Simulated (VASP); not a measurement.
# Fe in VASP: a series of runs

Fe is run at these levels: PBE; tasks: single point, relaxation of cell and atoms.

Everything below comes from runs of VASP 6.6.1. Logs are shortened: lines on timing, memory, paths and dates and some standing lists are left out, and cuts for length are marked.

### 1 The cell of the first run

Symmetry: I4/mmm, No. 139, tetragonal system. Conventional cell: a = 2.488 Å, b = 2.488 Å, c = 7.331 Å, α = 90.00°, β = 90.00°, γ = 90.00°. Fe (site symmetry 4mm) has 9 Fe at 2.18 to 2.49 Å within 2.9 Å.

### 2 Single point, PBE

The input, INCAR:

```
SYSTEM = Fe
  PREC = Accurate
  ENCUT = 520
  EDIFF = 1E-6
  ISMEAR = 0
  SIGMA = 0.1
  LREAL = .FALSE.
  LASPH = .TRUE.
  NELM = 60
  ALGO = Fast
  ISIF = 2
  LWAVE = .FALSE.
  LCHARG = .FALSE.
  GGA = PE
  NBANDS = 15
```

The input, KPOINTS:

```
regular mesh
0
G
  10 10 10
  0 0 0
```

The input, POSCAR:

```
Fe
1.0
   -1.2438409963      1.2438409963      3.6652879265
    1.2438409963     -1.2438409963      3.6652879265
    1.2438409963      1.2438409963     -3.6652879265
Fe
2
Direct
    0.8513870983      0.8513870983      0.0000000000
    0.1486129017      0.1486129017      0.0000000000
```

Potentials or basis: VASP PAW PBE potentials, release 64 (Fe).

Started as:

```console
$ cat potpaw_PBE.64/Fe/POTCAR > POTCAR
$ mpirun -np 1 vasp_std > vasp.out
```

OUTCAR:

```text
SYSTEM = Fe
   PREC = Accurate
   ENCUT = 520
   EDIFF = 1E-6
   ISMEAR = 0
   LREAL = .FALSE.
   LASPH = .TRUE.
   NELM = 60
   ISIF = 2
   GGA = PE

 ion  position               nearest neighbor table
   1  0.851  0.851  0.000-   2 2.18   2 2.30   2 2.30   2 2.30   2 2.30
   2  0.149  0.149  0.000-   1 2.18   1 2.30   1 2.30   1 2.30   1 2.30

  LATTYP: Found a body centered tetragonal cell.
 ALAT       =     2.4876819926
 C/A-ratio  =     2.9467495744

  Lattice vectors:

 A1 = (  -1.2438409963,   1.2438409963,   3.6652879265)
 A2 = (   1.2438409963,  -1.2438409963,   3.6652879265)
 A3 = (   1.2438409963,   1.2438409963,  -3.6652879265)

Analysis of symmetry for initial positions (statically):
=====================================================================
 Subroutine PRICEL returns:
 Original cell was already a primitive cell.

 Routine SETGRP: Setting up the symmetry group for a
 body centered tetragonal supercell.

 Subroutine GETGRP returns: Found 16 space group operations
 (whereof 16 operations were pure point group operations)
 out of a pool of 16 trial point group operations.

The static configuration has the point symmetry D_4h.

Analysis of symmetry for dynamics (positions and initial velocities):
=====================================================================
 Subroutine PRICEL returns:
 Original cell was already a primitive cell.

 Routine SETGRP: Setting up the symmetry group for a
 body centered tetragonal supercell.

 Subroutine GETGRP returns: Found 16 space group operations
 (whereof 16 operations were pure point group operations)
 out of a pool of 16 trial point group operations.

The dynamic configuration has the point symmetry D_4h.

 Subroutine INISYM returns: Found 16 space group operations
 (whereof 16 operations are pure point group operations),
 and found     1 'primitive' translations

----------------------------------------------------------------------------------------

                                     Primitive cell

  volume of cell :      22.6829

  direct lattice vectors                    reciprocal lattice vectors
    -1.243840996  1.243840996  3.665287927     0.000000000  0.401980640  0.136414931
     1.243840996 -1.243840996  3.665287927     0.401980640  0.000000000  0.136414931
     1.243840996  1.243840996 -3.665287927     0.401980640  0.401980640  0.000000000

  length of vectors
     4.065540116  4.065540116  4.065540116     0.424496724  0.424496724  0.568486473

  position of ions in fractional coordinates (direct lattice)
     0.851387098  0.851387098  0.000000000
     0.148612902  0.148612902  0.000000000

  ion indices of the primitive-cell ions
   primitive index   ion index
                 1           1
                 2           2

----------------------------------------------------------------------------------------

 KPOINTS: regular mesh

Automatic generation of k-mesh.
 Grid dimensions read from file:
 generate k-points for:   10   10   10

 Generating k-lattice:

  Cartesian coordinates                     Fractional coordinates (reciprocal lattice)
     0.000000000  0.040198064  0.013641493     0.100000000 -0.000000000  0.000000000
     0.040198064  0.000000000  0.013641493    -0.000000000  0.100000000  0.000000000
     0.040198064  0.040198064  0.000000000     0.000000000  0.000000000  0.100000000

  Length of vectors
     0.042449672  0.042449672  0.056848647

  Shift w.r.t. Gamma in fractional coordinates (k-lattice)
     0.000000000  0.000000000  0.000000000

 Subroutine IBZKPT returns following result:
 ===========================================

 Found    102 irreducible k-points:

 Following reciprocal coordinates:
            Coordinates               Weight
  0.000000  0.000000  0.000000      1.000000
  0.100000  0.000000 -0.000000      8.000000
  0.200000  0.000000 -0.000000      8.000000
  0.300000  0.000000  0.000000      8.000000
  0.400000  0.000000  0.000000      8.000000
  0.500000  0.000000 -0.000000      4.000000
[... 16 lines left out ...]
  0.300000  0.300000  0.000000      8.000000
  0.400000  0.300000  0.000000     16.000000
 [... further k-points ...]
   k-points           NKPTS =    102   k-points in BZ     NKDIM =    102   number of bands    NBANDS=     15
   number of dos      NEDOS =    301   number of ions     NIONS =      2
   total plane-waves  NPLWV =  27000
   dimension x,y,z NGX =    30 NGY =   30 NGZ =   30
   dimension x,y,z NGXF=    60 NGYF=   60 NGZF=   60
   ions per type =               2
   NGX,Y,Z   is equivalent  to a cutoff of  12.27, 12.27, 12.27 a.u.
   NGXF,Y,Z  is equivalent  to a cutoff of  24.53, 24.53, 24.53 a.u.
 SYSTEM =  Fe
   PREC   = accura    normal or accurate (medium, high low for compatibility)
   ISTART =      0    job   : 0-new  1-cont  2-samecut
   ICHARG =      2    charge: 1-file 2-atom 10-const
   ISPIN  =      1    spin polarized calculation?
   LNONCOLLINEAR =      F non collinear calculations
   LSORBIT =      F    spin-orbit coupling
   LASPH  =      T    aspherical Exc in radial PAW
   ENCUT  =  520.0 eV  38.22 Ry    6.18 a.u.   7.56  7.56  7.56*2*pi/ulx,y,z
   NELM   =     60;   NELMIN=  2; NELMDL= -5     # of ELM steps
   EDIFF  = 0.1E-05   stopping-criterion for ELM
   LREAL  =      F    real-space projection
   EDIFFG = 0.1E-04   stopping-criterion for IOM
   NSW    =      0    number of steps for IOM
   IBRION =     -1    ionic relax: 0-MD 1-quasi-New 2-CG
   NFREE  =      0    steps in history (QN), initial steepest desc. (CG)
   ISIF   =      2    stress and relaxation
   ISYM   =      2    0-nonsym 1-usesym 2-fastsym
   POTIM  = 0.5000    time-step for ionic-motion
   TEBEG  =    0.0;   TEEND  =   0.0 temperature during run
   PSTRESS=    0.0 pullay stress
   NELECT =      16.0000    total number of electrons
   NUPDOWN=      -1.0000    fix difference up-down
   EMIN   =  10.00;   EMAX   =-10.00  energy-range for DOS
   EFERMI =   0.00;   METHOD = LEGACY
   ISMEAR =     0;   SIGMA  =   0.10  broadening in eV -4-tet -1-fermi 0-gaus
   EFERMI_NEDOS =   21; number of points for ismear=-14 and -15
   IALGO  =     68    algorithm
   IMIX   =      4    mixing-type and parameters
     AMIX     =   0.40;   BMIX     =  1.00
     AMIX_MAG =   1.60;   BMIX_MAG =  1.00
  volume/ion in A,a.u.               =      11.34        76.54
  Fermi-wavevector in a.u.,A,eV,Ry     =   1.457300  2.753897 28.894999  2.123723
  Thomas-Fermi vector in A             =   2.574117
   LORBIT       =      0    0 simple, 1 ext, 2 COOP (PROOUT), +10 PAW based schemes
   GGA     = PE    functional components
   LHFCALC =     F    Hartree Fock is set to
   AEXX    =    0.0000 exact exchange contribution
   IVDW    =     0    specifies the selected vdW correction
   LEPSILON=     F    determine dielectric tensor
   LRPA    =     F    only Hartree local field effects (RPA)
 non-spin polarized calculation
 RMM-DIIS sequential band-by-band and
 Gauss-broadening in eV      SIGMA  =   0.10
  energy-cutoff  :      520.00
  volume of cell :       22.68
 maximum number of plane-waves:       630
   NGX = 15   NGY = 15   NGZ = 15

 number of electron      15.9999998 magnetization

 Free energy of the ion-electron system (eV)
  ---------------------------------------------------
  ext. energy  EPLUGINS =         0.00000000
  ---------------------------------------------------
  free energy    TOTEN  =       -15.51343332 eV

  energy without entropy =      -15.50213135  energy(sigma->0) =      -15.50778234

 E-fermi :   5.7411     XC(G=0): -13.0423

 val. band max:        5.7401662094   @ k =   0.4000   0.2000   0.1000
 cond. band min:       5.7617838906   @ k =  -0.1000  -0.2000   0.1000
 fundamental gap:      0.0216176812
 Fermi energy:         5.7411262122

 k-point     1 :       0.0000    0.0000    0.0000
  band No.  band energies     occupation
      1      -2.4126      2.00000
      2       1.9090      2.00000
      3       2.1645      2.00000
      4       3.8723      2.00000
      5       3.9024      2.00000
      6       4.9171      2.00000
      7       4.9171      2.00000
      8       5.5529      1.99222
      9       5.6645      1.72165
     10       5.6645      1.72165
     11       6.7831      0.00000
     12       9.1242      0.00000
     13      15.2396      0.00000
     14      25.3310      0.00000
     15      25.3310      0.00000

 k-point     2 :       0.1000    0.0000   -0.0000
  band No.  band energies     occupation
      1      -2.1143      2.00000
      2       2.0369      2.00000
      3       2.2558      2.00000
      4       3.7625      2.00000
      5       4.0247      2.00000
      6       4.8292      2.00000
      7       4.8316      2.00000
      8       5.2249      2.00000
      9       5.3775      2.00000
     10       5.9732      0.00103
     11       6.7371      0.00000
     12       9.6108      0.00000
     13      15.4945      0.00000
     14      22.5459      0.00000
     15      23.6654      0.00000

 k-point     3 :       0.2000    0.0000   -0.0000
  band No.  band energies     occupation
      1      -1.2663      2.00000
      2       2.1560      2.00000
      3       2.6681      2.00000
      4       3.2775      2.00000
      5       4.3959      2.00000
      6       4.5948      2.00000
      7       4.7028      2.00000
      8       4.9002      2.00000
      9       5.1953      2.00000
     10       6.2199      0.00000
     11       6.6648      0.00000
     12      10.3521      0.00000
     13      16.0573      0.00000
     14      18.9785      0.00000
     15      20.9952      0.00000
[... 343 lines left out ...]
 k-point    23 :       0.3000    0.3000    0.0000
  band No.  band energies     occupation
      1       1.8214      2.00000
      2       2.3274      2.00000
      3       2.4674      2.00000
      4       2.6177      2.00000
      5       4.0362      2.00000
      6       4.1742      2.00000
      7       4.8066      2.00000
      8       5.5847      1.97309
      9       6.1990      0.00000
     10       6.7390      0.00000
     11       7.5379      0.00000
     12      11.0295      0.00000
     13      14.2468      0.00000
     14      17.5366      0.00000
     15      21.6789      0.00000

 k-point    24 :       0.4000    0.3000    0.0000
  band No.  band energies     occupation
      1       1.9903      2.00000
      2       2.1584      2.00000
      3       2.3427      2.00000
      4       2.6807      2.00000
      5       3.9450      2.00000
      6       4.6070      2.00000
      7       4.8744      2.00000
      8       5.7719      0.66367
      9       6.6732      0.00000
     10       6.9029      0.00000
     11       8.9088      0.00000
     12      11.6896      0.00000
     13      11.9099      0.00000
     14      18.0758      0.00000
     15      20.1148      0.00000

 [... further k-points ...]

------------------------ aborting loop because EDIFF is reached ----------------------------------------

  FORCE on cell =-STRESS in cart. coord.  units (eV):
  Direction    XX          YY          ZZ          XY          YZ          ZX
  --------------------------------------------------------------------------------------
  -------------------------------------------------------------------------------------
  Total       -0.0755192     -0.0755192     -0.1575812      0.0000000      0.0000000      0.0000000
  in kB       -5.3342090     -5.3342090    -11.1305648      0.0000000      0.0000000      0.0000000
  external PRESSURE =      -7.2663276 kB  Pullay stress =       0.0000000 kB

 VOLUME and BASIS-vectors are now :
 -----------------------------------------------------------------------------
  energy-cutoff  :      520.00
  volume of cell :       22.68
      direct lattice vectors                 reciprocal lattice vectors
    -1.243840996  1.243840996  3.665287927     0.000000000  0.401980640  0.136414931
     1.243840996 -1.243840996  3.665287927     0.401980640  0.000000000  0.136414931
     1.243840996  1.243840996 -3.665287927     0.401980640  0.401980640  0.000000000

 POSITION                                       TOTAL-FORCE (eV/Angst)
 -----------------------------------------------------------------------------------
      0.00000      0.00000      6.24116         0.000000      0.000000      0.028320
      0.00000      0.00000      1.08942        -0.000000     -0.000000     -0.028320
 -----------------------------------------------------------------------------------
    total drift:                                0.000000      0.000000     -0.000000

  FREE ENERGIE OF THE ION-ELECTRON SYSTEM (eV)
  ---------------------------------------------------
  free  energy   TOTEN  =       -15.5134333236 eV

  energy  without entropy=      -15.5021313540  energy(sigma->0) =      -15.50778234
```

Wall time 51 s (1 thread of Intel Xeon Platinum 8488C (Sapphire Rapids), shared host); peak memory 0.18 GiB.

Results:

- Free energy: -15.5134 eV
- Pressure: -0.7 GPa
- Largest force: 0.028 eV/Å
- Band gap on the k mesh: zero (bands 8 and 9 overlap by 1.98 eV)

Forces in eV/Å, atoms in the order of the input:
```
Fe   0.000  0.000  0.028
Fe   0.000  0.000 -0.028
```

Levels at points of the mesh, in eV from the Fermi level:
```
           k point  band 4  band 5  band 6  band 7  band 8  band 9  band 10  band 11  band 12  band 13
(0.00, 0.00, 0.00)   -1.87   -1.84   -0.82   -0.82   -0.19   -0.08    -0.08     1.04     3.38     9.50
(0.50, 0.00, 0.00)   -2.34   -1.65   -1.44   -1.03   -0.28    0.48     1.05     2.03     3.62     4.48
(0.50, 0.50, 0.00)   -2.97   -1.74   -1.08    0.92    1.16    1.25     1.33     3.44     7.69    10.03
(0.50, 0.50, 0.50)   -3.18   -1.76   -1.76   -1.35   -0.06    0.90     1.13     1.21     1.21    15.96
```

Caveat: the run has no spin polarisation, though such a crystal can be magnetic.

[end of part 1 of 2]
